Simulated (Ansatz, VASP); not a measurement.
# Two plane-wave programs on Sc3BAu

```xyz
10
Lattice="6.8114 0.0000 0.0000 -3.4057 5.8988 0.0000 0.0000 0.0000 4.6219" Properties=species:S:1:pos:R:3 pbc="T T T"
Sc    3.4057    3.8145    3.4664
Sc    1.8051    1.0421    3.4664
Sc    5.0063    1.0421    3.4664
Sc    0.0000    2.0843    1.1555
Sc    1.6006    4.8567    1.1555
Sc   -1.6006    4.8567    1.1555
B     0.0000    0.0000    0.0000
B     0.0000    0.0000    2.3110
Au    0.0000    3.9326    3.4664
Au    3.4057    1.9663    1.1555
```

Alike in both runs: task single point; functional PBE; k mesh 3 × 3 × 4; occupations gaussian, width 0.1 eV; collinear spin.

|  | VASP | Ansatz |
| --- | --- | --- |
| version | VASP 6.6.1 | Ansatz 0.2.0 |
| potentials or method | VASP PAW PBE potentials, release 64 (Sc_sv, B, Au), cutoff 520 eV | scalar-relativistic, plane waves, PAW |
| valence electrons in the cell | 94 | 110 |

```tsv
	VASP	Ansatz	Ansatz less VASP
gap on the k mesh at the Fermi level (eV)	none	none	-
pressure (GPa)	0.0	-0.1	-0.13
traceless stress, the component that is largest in VASP (GPa)	-0.12	-0.09	+0.034
rms of the force components (eV/Å)	0.011	0.000	-0.0103
net moment per atom (μB)	0.00	0.00	0.000
```

Atom by atom the forces differ by 0.011 eV/Å (rms over components). A gap of «none» marks a metal or a gap that the smearing closes. VASP's potentials hold 94 valence electrons a cell and Ansatz's 110, so a difference there can come from the potentials and not from the codes. Ansatz's warnings: seeded moment not kept.

Spin-orbit coupling is off throughout.
